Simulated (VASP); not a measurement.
# SiNi2 (P6_3/mmc) in VASP: a series of runs, part 2 of 2

VASP 6.6.1.

## 3. Relaxation of shape and atoms at fixed volume, r2SCAN (9.37 Å³/atom)

This run uses another cell than the first one, of 9.37 Å³/atom.

The input, POSCAR:

```
SiNi2
1.0
    3.7213795867      0.0000000000      0.0000000000
   -1.8606897933      3.2228092592      0.0000000000
    0.0000000000      0.0000000000      4.6877082237
Si Ni
2 4
Direct
    0.3333333333      0.6666666667      0.7500000000
    0.6666666667      0.3333333333      0.2500000000
    0.0000000000      0.0000000000      0.0000000000
    0.0000000000      0.0000000000      0.5000000000
    0.3333333333      0.6666666667      0.2500000000
    0.6666666667      0.3333333333      0.7500000000
```

The input, INCAR.step1:

```
SYSTEM = SiNi2
PREC = Accurate ; ENCUT = 600
ISMEAR = 0 ; SIGMA = 0.1
LREAL = .FALSE. ; LASPH = .TRUE.
NELM = 60 ; GGA = PE
ALGO = Normal ; EDIFF = 1E-4
LWAVE = .TRUE. ; LCHARG = .FALSE.
```

The input, INCAR.step2:

```
SYSTEM = SiNi2
PREC = Accurate ; ENCUT = 600
EDIFF = 1E-6 ; ISMEAR = 0
SIGMA = 0.1 ; LREAL = .FALSE.
LASPH = .TRUE. ; NELM = 60
ALGO = Normal ; ISIF = 4
LWAVE = .FALSE. ; LCHARG = .FALSE.
METAGGA = R2SCAN ; LMIXTAU = .TRUE.
IBRION = 2 ; NSW = 50
EDIFFG = -0.01 ; ISTART = 1
```

The input, KPOINTS:

```
regular mesh
0
G
  12 12 8
  0 0 0
```

Potentials or basis: VASP PAW PBE potentials, release 64 (Si, Ni).

On the command line:

```
$ cat potpaw_PBE.64/Si/POTCAR potpaw_PBE.64/Ni/POTCAR > POTCAR
$ cp INCAR.step1 INCAR
$ mpirun -np 1 vasp_std > vasp.out
$ cp INCAR.step2 INCAR
$ mpirun -np 1 vasp_std > vasp.out
```

Wall time 54 min (1 thread of Oxide Virtual Turin-like, shared host); peak memory 0.27 GiB.

Results (log left out):

```yaml
Free_energy: -67.4231 eV
Energy_gained_by_relaxing: 0.1 meV/atom
Ionic_steps: 3
Pressure_after_relaxing: 39.1 GPa
Band_gap_on_the_k_mesh: zero (bands 24 and 25 overlap by 4.08 eV)
```

The path:
```tsv
step	energy change (eV)	largest force (eV/Å)	pressure (GPa)	volume (Å³)
1	0.0000	0.0000	39.48	56.22
2	-0.0005	0.0000	39.04	56.22
3	-0.0006	0.0000	39.06	56.22
```

Final structure:
```
Si Ni
1.0
     3.72553    0.00000    0.00000
    -1.86276    3.22640    0.00000
     0.00000    0.00000    4.67727
Si Ni
2 4
Direct
  0.33333 0.66667 0.75000
  0.66667 0.33333 0.25000
  0.00000 0.00000 0.00000
  0.00000 0.00000 0.50000
  0.33333 0.66667 0.25000
  0.66667 0.33333 0.75000
```

Levels at points of the mesh, in eV from the Fermi level:
| k point | band 22 | band 23 | band 24 | band 25 | band 26 | band 27 |
| --- | --- | --- | --- | --- | --- | --- |
| (0.00, 0.00, 0.00) | -0.79 | 0.20 | 2.93 | 2.93 | 3.31 | 3.31 |
| (0.50, 0.00, 0.00) | -1.51 | -1.30 | -0.85 | -0.68 | 1.90 | 2.18 |
| (0.00, 0.00, 0.50) | -1.57 | 3.18 | 3.18 | 3.78 | 3.78 | 3.78 |
| (0.50, 0.00, 0.50) | -1.58 | -1.11 | -1.11 | 1.13 | 1.13 | 3.67 |

Caveat: the PAW data sets were made with another functional, which shifts forces and pressure a little.

## 4. Relaxation of shape and atoms at fixed volume, r2SCAN (9.69 Å³/atom)

This run uses another cell than the first one, of 9.69 Å³/atom.

Changes to POSCAR since step 3:

```diff
@@ -2,5 +2,5 @@
 1.0
-    3.7213795867      0.0000000000      0.0000000000
-   -1.8606897933      3.2228092592      0.0000000000
-    0.0000000000      0.0000000000      4.6877082237
+    3.7591936562      0.0000000000      0.0000000000
+   -1.8795968281      3.2555572040      0.0000000000
+    0.0000000000      0.0000000000      4.7504837416
 Si Ni
```

The input, INCAR.step1:

```
  PREC = Accurate
  ENCUT = 600
  ISMEAR = 0
  SIGMA = 0.1
  LREAL = F
  LASPH = T
  NELM = 100
  GGA = PE
  ALGO = Normal
  EDIFF = 1E-4
  LWAVE = T
  LCHARG = F
```

The input, INCAR.step2:

```
  PREC = Accurate
  ENCUT = 600
  EDIFF = 1E-6
  ISMEAR = 0
  SIGMA = 0.1
  LREAL = F
  LASPH = T
  NELM = 100
  ALGO = Normal
  ISIF = 4
  LWAVE = F
  LCHARG = F
  METAGGA = R2SCAN
  LMIXTAU = T
  IBRION = 2
  NSW = 50
  EDIFFG = -0.01
  ISTART = 1
```

The input, KPOINTS:

```
Automatic mesh
0
Gamma
  12 12 8
```

On the command line:

```
$ cat potpaw_PBE.64/Si/POTCAR potpaw_PBE.64/Ni/POTCAR > POTCAR
$ cp INCAR.step1 INCAR
$ mpirun -np 1 vasp_std > vasp.out
$ cp INCAR.step2 INCAR
$ mpirun -np 1 vasp_std > vasp.out
```

Run time: 22 min. Hardware: 1 thread of Oxide Virtual Turin-like, shared host; peak memory 0.28 GiB.

It converged, with:

| Quantity | Value |
| --- | --- |
| Free energy | -67.8161 eV |
| Energy gained by relaxing | 0.1 meV/atom |
| Ionic steps | 3 |
| Pressure after relaxing | 26.7 GPa |
| Band gap on the k mesh | zero (bands 24 and 25 overlap by 4.00 eV) |

Step by step:
| step | energy change (eV) | largest force (eV/Å) | pressure (GPa) | volume (Å³) |
| --- | --- | --- | --- | --- |
| 1 | 0.0000 | 0.0000 | 26.43 | 58.14 |
| 2 | -0.0006 | 0.0000 | 26.68 | 58.14 |
| 3 | -0.0006 | 0.0000 | 26.69 | 58.14 |

Final structure:
```cif
data_structure
_symmetry_space_group_name_H-M 'P 1'
_symmetry_Int_Tables_number 1
_cell_length_a 3.7637
_cell_length_b 3.7637
_cell_length_c 4.7391
_cell_angle_alpha 90.000
_cell_angle_beta 90.000
_cell_angle_gamma 120.000
_cell_volume 58.14
loop_
_atom_site_label
_atom_site_type_symbol
_atom_site_fract_x
_atom_site_fract_y
_atom_site_fract_z
_atom_site_occupancy
Si1 Si 0.33333 0.66667 0.75000 1
Si2 Si 0.66667 0.33333 0.25000 1
Ni1 Ni 0.00000 0.00000 0.00000 1
Ni2 Ni 0.00000 0.00000 0.50000 1
Ni3 Ni 0.33333 0.66667 0.25000 1
Ni4 Ni 0.66667 0.33333 0.75000 1
```

Levels at points of the mesh, in eV from the Fermi level:
```csv
k point,band 22,band 23,band 24,band 25,band 26,band 27
"(0.00, 0.00, 0.00)",-0.75,0.17,2.91,2.91,3.21,3.21
"(0.50, 0.00, 0.00)",-1.45,-1.24,-0.81,-0.66,1.75,2.11
"(0.00, 0.00, 0.50)",-1.50,3.00,3.00,3.70,3.70,3.70
"(0.50, 0.00, 0.50)",-1.51,-1.07,-1.07,1.09,1.09,3.53
```

Caveat: the PAW data sets were made with another functional, which shifts forces and pressure a little. Spin polarisation is off, so any magnetic state and its effect on volume and gap are missing.

## 5. Relaxation of cell and atoms, r2SCAN, target pressure 3 GPa, at which the enthalpy is minimised

This run uses another cell than the first one, of 10.35 Å³/atom.

Changes to POSCAR since step 4:

```diff
@@ -2,5 +2,5 @@
 1.0
-    3.7591936562      0.0000000000      0.0000000000
-   -1.8795968281      3.2555572040      0.0000000000
-    0.0000000000      0.0000000000      4.7504837416
+    3.8333628945      0.0000000000      0.0000000000
+   -1.9166814472      3.3197896486      0.0000000000
+    0.0000000000      0.0000000000      4.8807424863
 Si Ni
```

The input, INCAR.step1:

```
PREC = Accurate
ENCUT = 600
ISMEAR = 0
SIGMA = 0.1
LREAL = F
LASPH = T
NELM = 60
GGA = PE
ALGO = Normal
EDIFF = 1E-4
LWAVE = T
LCHARG = F
KPAR = 4
```

The input, INCAR.step2:

```
PREC = Accurate
ENCUT = 600
EDIFF = 1E-7
ISMEAR = 0
SIGMA = 0.1
LREAL = F
LASPH = T
NELM = 60
ALGO = Normal
ISIF = 3
LWAVE = F
LCHARG = F
METAGGA = R2SCAN
LMIXTAU = T
IBRION = 2
NSW = 70
EDIFFG = -0.008
PSTRESS = 30.0
ISTART = 1
KPAR = 4
```

The input, KPOINTS:

```
regular mesh
0
Gamma
  12 12 8
```

On the command line:

```
$ cat potpaw_PBE.64/Si/POTCAR potpaw_PBE.64/Ni/POTCAR > POTCAR
$ cp INCAR.step1 INCAR
$ mpirun -np 4 vasp_std > vasp.out
$ cp INCAR.step2 INCAR
$ mpirun -np 4 vasp_std > vasp.out
```

It took 24 min on 4 MPI ranks of Oxide Virtual Turin-like, shared host; peak memory 0.31 GiB.

It converged, with:

- Free energy: -68.2531 eV
- Relaxed volume: 10.52 Å³/atom
- Relaxed cell: a = 3.856 Å, b = 3.856 Å, c = 4.902 Å, α = 90.00°, β = 90.00°, γ = 120.00°
- Space group after relaxing (to 0.1 Å): P6_3/mmc (No. 194)
- Energy change on relaxing (the run minimises the enthalpy): -5.3 meV/atom
- Ionic steps: 3
- Pressure after relaxing: 3.0 GPa
- Band gap on the k mesh: zero (bands 24 and 25 overlap by 3.73 eV)

Stress tensor (GPa, compression positive):
```
3.02 0.00 0.00
0.00 3.02 0.00
0.00 0.00 2.92
```

Step by step:
```tsv
step	energy change (eV)	largest force (eV/Å)	pressure (GPa)	volume (Å³)
1	0.0000	0.0000	7.05	62.11
2	-0.0349	0.0000	-2.00	64.49
3	-0.0316	0.0000	2.99	63.12
```

Final structure:
```cif
data_structure
_symmetry_space_group_name_H-M 'P 1'
_symmetry_Int_Tables_number 1
_cell_length_a 3.8561
_cell_length_b 3.8561
_cell_length_c 4.9015
_cell_angle_alpha 90.000
_cell_angle_beta 90.000
_cell_angle_gamma 120.000
_cell_volume 63.12
loop_
_atom_site_label
_atom_site_type_symbol
_atom_site_fract_x
_atom_site_fract_y
_atom_site_fract_z
_atom_site_occupancy
Si1 Si 0.33333 0.66667 0.75000 1
Si2 Si 0.66667 0.33333 0.25000 1
Ni1 Ni 0.00000 0.00000 0.00000 1
Ni2 Ni 0.00000 0.00000 0.50000 1
Ni3 Ni 0.33333 0.66667 0.25000 1
Ni4 Ni 0.66667 0.33333 0.75000 1
```

Levels at points of the mesh, in eV from the Fermi level:
| k point | band 22 | band 23 | band 24 | band 25 | band 26 | band 27 |
| --- | --- | --- | --- | --- | --- | --- |
| (0.00, 0.00, 0.00) | -0.67 | 0.11 | 2.88 | 2.88 | 3.00 | 3.00 |
| (0.50, 0.00, 0.00) | -1.30 | -1.11 | -0.73 | -0.62 | 1.40 | 1.94 |
| (0.00, 0.00, 0.50) | -1.34 | 2.57 | 2.57 | 3.50 | 3.50 | 3.50 |
| (0.50, 0.00, 0.50) | -1.35 | -0.97 | -0.97 | 1.01 | 1.01 | 3.22 |

Caveat: the cell is relaxed towards a set pressure, so the run minimises the enthalpy, not the energy; the PAW data sets were made with another functional, which shifts forces and pressure a little. Spin polarisation is off, so any magnetic state and its effect on volume and gap are missing.

## 6. Overview

| task | cell | cutoff (eV) | gap on the mesh (eV) | pressure (GPa) |
| --- | --- | --- | --- | --- |
| single point | a = 4.024, b = 4.024, c = 4.809 Å, angles 90.0, 90.0, 120.0°, 6 atoms | 520 | none | -10.9 |
| relaxation of shape and atoms at fixed volume | relaxed from a = 3.721, b = 3.721, c = 4.688 Å, angles 90.0, 90.0, 120.0°, 6 atoms | 600 | none | 39.1 |
| relaxation of shape and atoms at fixed volume | relaxed from a = 3.759, b = 3.759, c = 4.750 Å, angles 90.0, 90.0, 120.0°, 6 atoms | 600 | none | 26.7 |
| relaxation of cell and atoms | relaxed to 3 GPa from a = 3.833, b = 3.833, c = 4.881 Å, angles 90.0, 90.0, 120.0°, 6 atoms | 600 | none | 3.0 |

Alike in all rows: level r2SCAN; potentials or basis VASP PAW PBE potentials, release 64 (Si, Ni); no spin polarisation; k mesh 12 × 12 × 8; smearing gaussian 0.1 eV.

Caveats: the PAW data sets were made with another functional, which shifts forces and pressure a little; the cell stands under tension (at least some runs); the cell is relaxed towards a set pressure, so the run minimises the enthalpy, not the energy (at least some runs).

Absolute energies hang on the potentials; compare differences alone.
